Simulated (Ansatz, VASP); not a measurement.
CuP: VASP beside Ansatz

```
CELL_PARAMETERS angstrom
2.70039 0.00000 0.00000
0.00000 2.70039 0.00000
0.00000 0.00000 3.66863
ATOMIC_POSITIONS crystal
Cu 0.50000 0.50000 0.50000
P 0.00000 0.00000 0.00000
```

Alike in both runs: task relaxation of cell and atoms; functional PBE; k mesh 20 × 20 × 16; occupations gaussian, width 0.1 eV; no spin polarisation.

|  | VASP | Ansatz |
| --- | --- | --- |
| version | VASP 6.6.1 | Ansatz 0.2.0 |
| potentials or method | VASP PAW PBE potentials, release 64 (Cu, P), cutoff 600 eV | scalar-relativistic, plane waves, PAW |
| valence electrons in the cell | 16 | 24 |

```tsv
	VASP	Ansatz	Ansatz less VASP
gap on the k mesh at the Fermi level, each at its own relaxed structure (eV)	none	none	-
relaxed volume (Å³/atom)	13.51	13.49	-0.013
relaxed length of the cell vector where the two differ most in proportion (Å)	3.577	3.567	-0.0102
```

A gap of «none» marks a metal or a gap that the smearing closes. VASP's potentials hold 16 valence electrons a cell and Ansatz's 24, so a difference there can come from the potentials and not from the codes.
